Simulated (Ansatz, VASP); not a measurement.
## Be3Te4: VASP beside Ansatz

```xyz
14
Lattice="6.5351 0.0000 0.0000 0.0000 7.4812 0.0000 0.0000 0.0000 6.8900" Properties=species:S:1:pos:R:3 pbc="T T T"
Be    3.2675    6.3057    0.1129
Be    1.6428    2.6260    0.0699
Be    4.8922    2.6260    0.0699
Be    0.0000    1.1755    3.5579
Be    1.6247    4.8552    3.5149
Be    4.9104    4.8552    3.5149
Te    3.2675    1.0422    5.9291
Te    4.8639    2.6468    2.5118
Te    1.6712    2.6468    2.5118
Te    0.0000    6.4390    2.4841
Te    1.5963    4.8345    5.9568
Te    4.9387    4.8345    5.9568
Te    0.0000    1.0524    5.9850
Te    3.2675    6.4288    2.5400
```

Change from the starting cell: built by hand: vacancy enargite (Pmn2_1, No. 31).

Alike in both runs: functional PBE; k mesh 2 × 3 × 3; occupations gaussian, width 0.2 eV; no spin polarisation.

Ansatz relaxed the structure, and its values are those at the end. VASP's run is a single point on that final structure, the one shown.

|  | VASP | Ansatz |
| --- | --- | --- |
| version | VASP 6.6.1 | Ansatz 0.2.0 |
| potentials or method | VASP PAW PBE potentials, release 64 (Be, Te), cutoff 520 eV | scalar-relativistic, plane waves, PAW |
| valence electrons in the cell | 60 | 140 |

```csv
,VASP,Ansatz,Ansatz less VASP
gap on the k mesh at the Fermi level (eV),none,none,-
pressure (GPa),0.2,0.1,-0.10
rms of the force components (eV/Å),0.010,0.006,-0.0046
```

A gap of «none» marks a metal or a gap that the smearing closes. VASP's potentials hold 60 valence electrons a cell and Ansatz's 140, so a difference there can come from the potentials and not from the codes.

The k mesh is coarse, so the values compare programs but aren't converged. Spin-orbit coupling is off throughout.
